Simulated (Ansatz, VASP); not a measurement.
One calculation of Sc, two programs

File INCAR:

```
ALGO     = Normal         # electronic algorithm
EDIFF    = 1E-6           # SCF threshold, eV
EDIFFG   = -0.01          # ionic threshold
ENCUT    = 600            # plane-wave cutoff, eV
GGA      = CA             # functional
IBRION   = 2              # ionic algorithm
ISIF     = 3              # what is computed and relaxed
ISMEAR   = -1             # smearing method
LASPH    = T              # aspherical terms in the spheres
LCHARG   = F              # write CHGCAR
LREAL    = F              # projectors in reciprocal space
LWAVE    = F              # write WAVECAR
NELM     = 80             # most SCF steps
NSW      = 80             # ionic steps
PREC     = Accurate       # precision mode
SIGMA    = 0.1            # smearing width, eV
```

KPOINTS

```
k-points
0
Gamma
  5 5 5
```

Contents of POSCAR:

```
Sc
1.0
    5.8482009318      0.0000000000      0.0000000000
    0.0000000000      5.8482009318      0.0000000000
    0.0000000000      0.0000000000      5.8482009318
Sc
8
Direct
    0.0000000000      0.0000000000      0.0000000000
    0.5000000000      0.5000000000      0.5000000000
    0.2500000000      0.0000000000      0.5000000000
    0.7500000000      0.0000000000      0.5000000000
    0.5000000000      0.2500000000      0.0000000000
    0.5000000000      0.7500000000      0.0000000000
    0.0000000000      0.5000000000      0.2500000000
    0.0000000000      0.5000000000      0.7500000000
```

Input for Ansatz:

```yaml
crystal:
  lattice:
    - [5.8482009318, 0.0, 0.0]
    - [0.0, 5.8482009318, 0.0]
    - [0.0, 0.0, 5.8482009318]
  atoms:
    - { symbol: Sc, position: [0.0, 0.0, 0.0] }
    - { symbol: Sc, position: [0.5, 0.5, 0.5] }
    - { symbol: Sc, position: [0.25, 0.0, 0.5] }
    - { symbol: Sc, position: [0.75, 0.0, 0.5] }
    - { symbol: Sc, position: [0.5, 0.25, 0.0] }
    - { symbol: Sc, position: [0.5, 0.75, 0.0] }
    - { symbol: Sc, position: [0.0, 0.5, 0.25] }
    - { symbol: Sc, position: [0.0, 0.5, 0.75] }
hamiltonian:
  xc: lda
  pseudopotentials:
    kind: paw
    azcp:
      Sc: "pseudopotentials/Sc.paw.azcp"
basis:
  ecutwfc: 420
  fft_grid_basis: typed
kpoints:
  mp_grid: { grid: [5, 5, 5], shift: [0, 0, 0] }
magnetization:
  spin_polarized: false
scf:
  occupations: { method: fermi_dirac, width: 0.1 }
relax:
  max_steps: 60
  f_tol: 0.01
  cell: {}
```

Alike in both runs: task relaxation of cell and atoms; functional LDA; k mesh 5 × 5 × 5; occupations fermi-dirac, width 0.1 eV; no spin polarisation.

|  | VASP | Ansatz |
| --- | --- | --- |
| version | VASP 6.6.1 | Ansatz 0.2.0 |
| potentials or method | VASP PAW LDA potentials, release 64 (Sc_sv), cutoff 600 eV | plane waves (420 eV) with PAW, scalar-relativistic |
| valence electrons in the cell | 88 | 88 |

|  | VASP | Ansatz | Ansatz less VASP |
| --- | --- | --- | --- |
| relaxed volume (Å³/atom) | 23.34 | 23.29 | -0.047 |
| relaxed length of the cell vector where the two differ most in proportion (Å) | 5.716 | 5.712 | -0.0039 |

Ansatz warns that its potentials were made for another functional, while VASP's fit it. LDA's correlation is that of Perdew and Zunger in VASP and of Perdew and Wang (1992) in Ansatz.
